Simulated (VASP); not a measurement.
Here is a VASP 6.6.1 calculation.

File INCAR:

```
SYSTEM = Ti3H
  PREC = Accurate
  ENCUT = 520
  EDIFF = 1E-6
  ISMEAR = 0
  SIGMA = 0.1
  LREAL = .False.
  LASPH = .True.
  NELM = 100
  ALGO = Normal
  ISIF = 2
  LWAVE = .False.
  LCHARG = .False.
  LDIPOL = .True.
  IDIPOL = 3
  DIPOL = 0.5 0.5 0.359
  GGA = PE
  IBRION = 2
  NSW = 36
  EDIFFG = -0.025
```

File KPOINTS:

```
regular mesh
0
Gamma
  9 9 1
  0 0 0
```

POSCAR

```
Ti3H
1.0
    2.9075446931      0.0000000000      0.0000000000
   -1.4537723466      2.5180075669      0.0000000000
    0.0000000000      0.0000000000     19.9935258482
Ti H
3 1
Selective dynamics
Direct
    0.6666666667      0.3333333333      0.2000647625  F F F
    0.3333333333      0.6666666667      0.3124429306  F F F
    0.0000000000      0.0000000000      0.4248138079  F F F
    0.1666666667      0.3333333333      0.5004172753  F F T
```

Potentials or basis: VASP PAW PBE potentials, release 64 (Ti_sv, H).

Launch:

```console
$ cat potpaw_PBE.64/Ti_sv/POTCAR potpaw_PBE.64/H/POTCAR > POTCAR
$ mpirun -np 1 vasp_std > vasp.out
```

**Question.** What does it give for the band gap on the k mesh?

**Answer.** Zero (an odd number of electrons rules out a gap without spin polarisation).

**Question.** What does it give for the energy gained by relaxing?

**Answer.** 0.1 meV/atom.

Step by step:
| step | energy change (eV) | largest force on free atoms (eV/Å) | pressure (GPa) |
| --- | --- | --- | --- |
| 1 | 0.0000 | 0.0939 | 0.04 |
| 2 | -0.0003 | 0.0583 | 0.01 |
| 3 | -0.0006 | 0.0010 | -0.03 |
